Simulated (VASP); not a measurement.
# Ba in VASP: further runs

Ba is run at these levels: PBE; tasks: single point.

Everything below comes from runs of VASP 6.6.1. Logs are shortened: lines on timing, memory, paths and dates and some standing lists are left out, and cuts for length are marked.

## 1. The cell of the first run

It takes space group Im-3m (No. 229, cubic). Conventional cell: a = 4.750 Å, b = 4.750 Å, c = 4.750 Å, α = 90.00°, β = 90.00°, γ = 90.00°. Ba (site symmetry m-3m) has 14 Ba at 4.11 to 4.75 Å within 5.4 Å.

## 2. Single point, PBE (strain -0.050 along x and y, -0.050 along z)

Contents of INCAR:

```
PREC = Accurate ; ENCUT = 520
EDIFF = 1E-6 ; ISMEAR = 0
SIGMA = 0.15 ; LREAL = F
LASPH = T ; NELM = 100
ALGO = Normal ; ISIF = 2
LWAVE = F ; LCHARG = F
GGA = PE ; NBANDS = 11
```

Contents of KPOINTS:

```
Automatic mesh
0
Gamma
  14 14 14
```

Contents of POSCAR:

```
Ba
1.0
   -2.3750000000      2.3750000000      2.3750000000
    2.3750000000     -2.3750000000      2.3750000000
    2.3750000000      2.3750000000     -2.3750000000
Ba
1
Direct
    0.0000000000      0.0000000000      0.0000000000
```

Potentials or basis: VASP PAW PBE potentials, release 64 (Ba_sv).

Run with:

```bash
$ cat potpaw_PBE.64/Ba_sv/POTCAR > POTCAR
$ mpirun -np 1 vasp_std > vasp.out
```

OUTCAR:

```text
PREC = Accurate
   ENCUT = 520
   EDIFF = 1E-6
   ISMEAR = 0
   LREAL = F
   LASPH = T
   NELM = 100
   ISIF = 2
   GGA = PE

 ion  position               nearest neighbor table
   1  0.000  0.000  0.000-

  LATTYP: Found a body centered cubic cell.
 ALAT       =     4.7500000000

  Lattice vectors:

 A1 = (  -2.3750000000,   2.3750000000,   2.3750000000)
 A2 = (   2.3750000000,  -2.3750000000,   2.3750000000)
 A3 = (   2.3750000000,   2.3750000000,  -2.3750000000)

Analysis of symmetry for initial positions (statically):
=====================================================================
 Subroutine PRICEL returns:
 Original cell was already a primitive cell.

 Routine SETGRP: Setting up the symmetry group for a
 body centered cubic supercell.

 Subroutine GETGRP returns: Found 48 space group operations
 (whereof 48 operations were pure point group operations)
 out of a pool of 48 trial point group operations.

The static configuration has the point symmetry O_h .

Analysis of symmetry for dynamics (positions and initial velocities):
=====================================================================
 Subroutine PRICEL returns:
 Original cell was already a primitive cell.

 Routine SETGRP: Setting up the symmetry group for a
 body centered cubic supercell.

 Subroutine GETGRP returns: Found 48 space group operations
 (whereof 48 operations were pure point group operations)
 out of a pool of 48 trial point group operations.

The dynamic configuration has the point symmetry O_h .

 Subroutine INISYM returns: Found 48 space group operations
 (whereof 48 operations are pure point group operations),
 and found     1 'primitive' translations

----------------------------------------------------------------------------------------

                                     Primitive cell

  volume of cell :      53.5859

  direct lattice vectors                    reciprocal lattice vectors
    -2.375000000  2.375000000  2.375000000     0.000000000  0.210526316  0.210526316
     2.375000000 -2.375000000  2.375000000     0.210526316  0.000000000  0.210526316
     2.375000000  2.375000000 -2.375000000     0.210526316  0.210526316  0.000000000

  length of vectors
     4.113620668  4.113620668  4.113620668     0.297729171  0.297729171  0.297729171

  position of ions in fractional coordinates (direct lattice)
     0.000000000  0.000000000  0.000000000

  ion indices of the primitive-cell ions
   primitive index   ion index
                 1           1

----------------------------------------------------------------------------------------

 KPOINTS: Automatic mesh

Automatic generation of k-mesh.
 Grid dimensions read from file:
 generate k-points for:   14   14   14

 Generating k-lattice:

  Cartesian coordinates                     Fractional coordinates (reciprocal lattice)
     0.000000000  0.015037594  0.015037594     0.071428571  0.000000000  0.000000000
     0.015037594  0.000000000  0.015037594     0.000000000  0.071428571  0.000000000
     0.015037594  0.015037594  0.000000000     0.000000000  0.000000000  0.071428571

  Length of vectors
     0.021266369  0.021266369  0.021266369

  Shift w.r.t. Gamma in fractional coordinates (k-lattice)
     0.000000000  0.000000000  0.000000000

 Subroutine IBZKPT returns following result:
 ===========================================

 Found    104 irreducible k-points:

 Following reciprocal coordinates:
            Coordinates               Weight
  0.000000  0.000000  0.000000      1.000000
  0.071429  0.000000  0.000000     12.000000
  0.142857  0.000000  0.000000     12.000000
  0.214286  0.000000  0.000000     12.000000
  0.285714  0.000000  0.000000     12.000000
  0.357143  0.000000  0.000000     12.000000
[... 16 lines left out ...]
  0.285714  0.285714  0.000000     24.000000
  0.357143  0.285714  0.000000     24.000000
 [... further k-points ...]
   k-points           NKPTS =    104   k-points in BZ     NKDIM =    104   number of bands    NBANDS=     11
   number of dos      NEDOS =    301   number of ions     NIONS =      1
   total plane-waves  NPLWV =  32768
   dimension x,y,z NGX =    32 NGY =   32 NGZ =   32
   dimension x,y,z NGXF=    64 NGYF=   64 NGZF=   64
   ions per type =               1
   NGX,Y,Z   is equivalent  to a cutoff of  12.93, 12.93, 12.93 a.u.
   NGXF,Y,Z  is equivalent  to a cutoff of  25.86, 25.86, 25.86 a.u.
 SYSTEM =  unknown system
   PREC   = accura    normal or accurate (medium, high low for compatibility)
   ISTART =      0    job   : 0-new  1-cont  2-samecut
   ICHARG =      2    charge: 1-file 2-atom 10-const
   ISPIN  =      1    spin polarized calculation?
   LNONCOLLINEAR =      F non collinear calculations
   LSORBIT =      F    spin-orbit coupling
   LASPH  =      T    aspherical Exc in radial PAW
   ENCUT  =  520.0 eV  38.22 Ry    6.18 a.u.   7.65  7.65  7.65*2*pi/ulx,y,z
   NELM   =    100;   NELMIN=  2; NELMDL= -5     # of ELM steps
   EDIFF  = 0.1E-05   stopping-criterion for ELM
   LREAL  =      F    real-space projection
   EDIFFG = 0.1E-04   stopping-criterion for IOM
   NSW    =      0    number of steps for IOM
   IBRION =     -1    ionic relax: 0-MD 1-quasi-New 2-CG
   NFREE  =      0    steps in history (QN), initial steepest desc. (CG)
   ISIF   =      2    stress and relaxation
   ISYM   =      2    0-nonsym 1-usesym 2-fastsym
   POTIM  = 0.5000    time-step for ionic-motion
   TEBEG  =    0.0;   TEEND  =   0.0 temperature during run
   PSTRESS=    0.0 pullay stress
   NELECT =      10.0000    total number of electrons
   NUPDOWN=      -1.0000    fix difference up-down
   EMIN   =  10.00;   EMAX   =-10.00  energy-range for DOS
   EFERMI =   0.00;   METHOD = LEGACY
   ISMEAR =     0;   SIGMA  =   0.15  broadening in eV -4-tet -1-fermi 0-gaus
   EFERMI_NEDOS =   21; number of points for ismear=-14 and -15
   IALGO  =     38    algorithm
   IMIX   =      4    mixing-type and parameters
     AMIX     =   0.40;   BMIX     =  1.00
     AMIX_MAG =   1.60;   BMIX_MAG =  1.00
  volume/ion in A,a.u.               =      53.59       361.62
  Fermi-wavevector in a.u.,A,eV,Ry     =   0.935530  1.767896 11.908051  0.875217
  Thomas-Fermi vector in A             =   2.062447
   LORBIT       =      0    0 simple, 1 ext, 2 COOP (PROOUT), +10 PAW based schemes
   GGA     = PE    functional components
   LHFCALC =     F    Hartree Fock is set to
   AEXX    =    0.0000 exact exchange contribution
   IVDW    =     0    specifies the selected vdW correction
   LEPSILON=     F    determine dielectric tensor
   LRPA    =     F    only Hartree local field effects (RPA)
 non-spin polarized calculation
 Gauss-broadening in eV      SIGMA  =   0.15
  energy-cutoff  :      520.00
  volume of cell :       53.59
 maximum number of plane-waves:      1481
   NGX = 15   NGY = 15   NGZ = 15

 number of electron      10.0000000 magnetization

 number of electron       9.9999999 magnetization

 Free energy of the ion-electron system (eV)
  ---------------------------------------------------
  ext. energy  EPLUGINS =         0.00000000
  ---------------------------------------------------
  free energy    TOTEN  =        -1.86014282 eV

  energy without entropy =       -1.84680204  energy(sigma->0) =       -1.85347243

 E-fermi :   2.2115     XC(G=0):  -7.9452

 val. band max:        2.1850925032   @ k =  -0.3571   0.5000   0.2143
 cond. band min:       2.2138620540   @ k =  -0.3571   0.3571   0.2857
 fundamental gap:      0.0287695508
 Fermi energy:         2.2114636208

 k-point     1 :       0.0000    0.0000    0.0000
  band No.  band energies     occupation
      1     -26.4159      2.00000
      2     -11.2416      2.00000
      3     -11.2416      2.00000
      4     -11.2416      2.00000
      5      -0.5787      2.00000
      6       4.2304      0.00000
      7       4.2304      0.00000
      8       4.2304      0.00000
      9       5.8611      0.00000
     10       5.8611      0.00000
     11       9.6361      0.00000

 k-point     2 :       0.0714    0.0000    0.0000
  band No.  band energies     occupation
      1     -26.4116      2.00000
      2     -11.2836      2.00000
      3     -11.2539      2.00000
      4     -11.2420      2.00000
      5      -0.4612      2.00000
      6       4.1325      0.00000
      7       4.1832      0.00000
      8       4.3489      0.00000
      9       5.6872      0.00000
     10       5.8491      0.00000
     11       9.7757      0.00000

 k-point     3 :       0.1429    0.0000    0.0000
  band No.  band energies     occupation
      1     -26.3997      2.00000
      2     -11.3983      2.00000
      3     -11.2880      2.00000
      4     -11.2432      2.00000
      5      -0.1316      2.00000
      6       3.8861      0.00000
      7       3.9807      0.00000
      8       4.6997      0.00000
      9       5.4741      0.00000
     10       5.8363      0.00000
     11      10.1170      0.00000

 k-point     4 :       0.2143    0.0000    0.0000
  band No.  band energies     occupation
      1     -26.3824      2.00000
      2     -11.5574      2.00000
      3     -11.3366      2.00000
      4     -11.2450      2.00000
      5       0.3388      2.00000
      6       3.5829      0.00000
      7       3.6451      0.00000
      8       5.2682      0.00000
      9       5.5072      0.00000
     10       5.8694      0.00000
     11      10.3373      0.00000
[... 239 lines left out ...]
 k-point    22 :       0.3571    0.2143    0.0000
  band No.  band energies     occupation
      1     -26.3223      2.00000
      2     -11.8968      2.00000
      3     -11.6056      2.00000
      4     -11.3248      2.00000
      5       1.9010      1.99658
      6       2.8648      0.00000
      7       3.3490      0.00000
      8       5.7692      0.00000
      9       6.5642      0.00000
     10       8.5647      0.00000
     11       9.0158      0.00000

 k-point    23 :       0.2857    0.2857    0.0000
  band No.  band energies     occupation
      1     -26.3213      2.00000
      2     -11.8553      2.00000
      3     -11.6532      2.00000
      4     -11.3334      2.00000
      5       2.1379      1.51209
      6       2.7621      0.00000
      7       3.2008      0.00000
      8       5.9153      0.00000
      9       6.3906      0.00000
     10       8.3954      0.00000
     11       9.1379      0.00000

 k-point    24 :       0.3571    0.2857    0.0000
  band No.  band energies     occupation
      1     -26.3186      2.00000
      2     -11.8265      2.00000
      3     -11.7098      2.00000
      4     -11.3373      2.00000
      5       2.2282      0.87436
      6       2.8536      0.00000
      7       3.0838      0.00000
      8       6.0512      0.00000
      9       6.4181      0.00000
     10       8.0446      0.00000
     11       9.5861      0.00000

 [... further k-points ...]
[... 5 lines left out ...]
  --------------------------------------------------------------------------------------
  -------------------------------------------------------------------------------------
  Total        0.6539625      0.6539625      0.6539625      0.0000000     -0.0000000      0.0000000
  in kB       19.5529627     19.5529627     19.5529627      0.0000000     -0.0000000      0.0000000
  external PRESSURE =      19.5529627 kB  Pullay stress =       0.0000000 kB

 VOLUME and BASIS-vectors are now :
 -----------------------------------------------------------------------------
  energy-cutoff  :      520.00
  volume of cell :       53.59
      direct lattice vectors                 reciprocal lattice vectors
    -2.375000000  2.375000000  2.375000000     0.000000000  0.210526316  0.210526316
     2.375000000 -2.375000000  2.375000000     0.210526316  0.000000000  0.210526316
     2.375000000  2.375000000 -2.375000000     0.210526316  0.210526316  0.000000000

 POSITION                                       TOTAL-FORCE (eV/Angst)
 -----------------------------------------------------------------------------------
      0.00000      0.00000      0.00000         0.000000      0.000000      0.000000
 -----------------------------------------------------------------------------------
    total drift:                                0.000000      0.000000      0.000000

  FREE ENERGIE OF THE ION-ELECTRON SYSTEM (eV)
  ---------------------------------------------------
  free  energy   TOTEN  =        -1.8601428183 eV

  energy  without entropy=       -1.8468020402  energy(sigma->0) =       -1.85347243
```

It took 13 s on 1 thread of Intel Xeon 6975P-C (Granite Rapids), shared host; peak memory 0.21 GiB.

What came out:

```
Free energy            : -1.8601 eV
Pressure               : 2.0 GPa
Band gap on the k mesh : zero (band 5 reaches 2.81 eV, above the bottom of band 6 at 1.42 eV)
```

Caveat: the cell differs from its parent crystal (strain -0.050 along x and y, -0.050 along z); spin-orbit coupling is left out, which moves the levels of the heavy elements.

## 3. Single point, PBE (strain +0.050 along x and y, +0.050 along z)

Contents of INCAR:

```
SYSTEM = Ba
PREC     = Accurate       ! precision mode
ENCUT    = 520            ! plane-wave cutoff, eV
EDIFF    = 1E-6           ! SCF threshold, eV
ISMEAR   = 0              ! smearing method
SIGMA    = 0.15           ! smearing width, eV
LREAL    = .FALSE.        ! projectors in reciprocal space
LASPH    = .TRUE.         ! aspherical terms in the spheres
NELM     = 60             ! most SCF steps
ALGO     = Fast           ! electronic algorithm
ISIF     = 2              ! what is computed and relaxed
LWAVE    = .FALSE.        ! write WAVECAR
LCHARG   = .TRUE.         ! write CHGCAR
GGA      = PE             ! functional
LELF     = .TRUE.         ! ELF
LVHAR    = .TRUE.       
NBANDS   = 11             ! bands
```

Contents of KPOINTS:

```
Automatic mesh
0
G
  14 14 14
  0 0 0
```

Contents of POSCAR:

```
Ba
1.0
   -2.6250000000      2.6250000000      2.6250000000
    2.6250000000     -2.6250000000      2.6250000000
    2.6250000000      2.6250000000     -2.6250000000
Ba
1
Direct
    0.0000000000      0.0000000000      0.0000000000
```

Potentials or basis: VASP PAW PBE potentials, release 64 (Ba_sv).

Run with:

```bash
$ cat potpaw_PBE.64/Ba_sv/POTCAR > POTCAR
$ mpirun -np 1 vasp_std > vasp.out
```

It took 25 s on 1 thread of Intel Xeon 6975P-C (Granite Rapids), shared host; peak memory 0.25 GiB.

The run converged. Its results:

| Item | Value |
| --- | --- |
| Free energy | -1.8875 eV |
| Pressure | -0.9 GPa |
| Band gap on the k mesh | zero (band 5 reaches 1.54 eV, above the bottom of band 6 at 0.84 eV) |

Levels at points of the mesh, in eV from the Fermi level:
```
           k point  band 2  band 3  band 4  band 5  band 6  band 7  band 8  band 9
(0.00, 0.00, 0.00)  -14.15  -14.15  -14.15   -2.67    1.66    1.66    1.66    2.89
(0.50, 0.00, 0.00)  -14.44  -14.25  -14.15   -0.82    0.69    0.88    2.81    3.33
(0.50, 0.50, 0.50)  -14.36  -14.36  -14.36   -0.38   -0.38    3.72    3.72    3.72
```

Caveat: the cell differs from its parent crystal (strain +0.050 along x and y, +0.050 along z); spin-orbit coupling is left out, which moves the levels of the heavy elements.

(Continued in part 2 of 2.)
